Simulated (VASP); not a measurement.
Here is a VASP 6.6.1 calculation.

Contents of POSCAR:

```
NaF
1.0
    2.9046659103      0.0000000000      0.0000000000
    0.0000000000      2.9046659103      0.0000000000
    0.0000000000      0.0000000000      2.9046659103
Na F
1 1
Direct
    0.0000000000      0.0000000000      0.0000000000
    0.5000000000      0.5000000000      0.5000000000
```

INCAR.step1

```
SYSTEM = NaF
ALGO = Normal
EDIFF = 1E-4
ENCUT = 520
GGA = PE
ISMEAR = 0
LASPH = .True.
LCHARG = .False.
LREAL = .False.
LWAVE = .True.
NBANDS = 14
NELM = 60
PREC = Accurate
SIGMA = 0.01
```

Contents of INCAR.step2:

```
SYSTEM = NaF
ALGO = Normal
EDIFF = 1E-7
ENCUT = 520
ISIF = 2
ISMEAR = 0
ISTART = 1
LASPH = .True.
LCHARG = .False.
LMIXTAU = .True.
LREAL = .False.
LWAVE = .False.
METAGGA = R2SCAN
NBANDS = 14
NELM = 60
PREC = Accurate
SIGMA = 0.01
```

KPOINTS

```
k-points
0
Gamma
  10 10 10
  0 0 0
```

Potentials or basis: VASP PAW PBE potentials, release 64 (Na_pv, F).

The run is started by

```sh
$ cat potpaw_PBE.64/Na_pv/POTCAR potpaw_PBE.64/F/POTCAR > POTCAR
$ cp INCAR.step1 INCAR
$ mpirun -np 1 vasp_std > vasp.out
$ cp INCAR.step2 INCAR
$ mpirun -np 1 vasp_std > vasp.out
```

**Question.** Estimate the band gap on the k mesh.

**Answer.** 6.36 eV (least direct gap 6.66 eV).

**Question.** Predict the pressure.

**Answer.** -5.7 GPa.

Caveat: the cell differs from its parent crystal (strain +4.0%); the cell stands under tension; the structure was generated, so it needn't be the stable form of NaF; the PAW data sets were made with another functional, which shifts forces and pressure a little. A k mesh can miss the band edges.
